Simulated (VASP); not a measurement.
Crystal: TePb.

```
CELL_PARAMETERS angstrom
0.00000 3.46779 3.93122
3.46779 0.00000 3.93122
3.46779 3.46779 0.00000
ATOMIC_POSITIONS crystal
Pb 0.00000 0.00000 0.00000
Te 0.25000 0.25000 0.25000
```

This cell differs from its parent crystal: epitaxial xy strain -4.8%.

Base run:

| Item | Value |
| --- | --- |
| Program | VASP 6.6.1 |
| Functional | r2SCAN |
| Potentials or basis | VASP PAW PBE potentials, release 64 (Pb_d, Te) |
| Cutoff | 550 eV |
| k mesh | 6 × 6 × 6 |
| Occupations | gaussian, width 0.01 eV |
| Spin | no spin polarisation |

Its results: band gap on the k mesh 0.48 eV, indirect (least direct gap 1.37 eV); pressure 0.3 GPa.

Problem. The run is repeated on the same cell with these changes: functional from r2SCAN to PBE; cutoff from 550 eV to 500 eV; occupations from gaussian, width 0.01 eV to fermi-dirac, width 0.02 eV. What comes out?

Solution. Band gap on the k mesh 0.34 eV, indirect (least direct gap 1.17 eV); pressure 0.8 GPa.

Caveats: spin-orbit coupling is left out, which moves the levels of the heavy elements; the PAW data sets were made with another functional, which shifts forces and pressure a little (some runs).

A k mesh can miss the band edges.
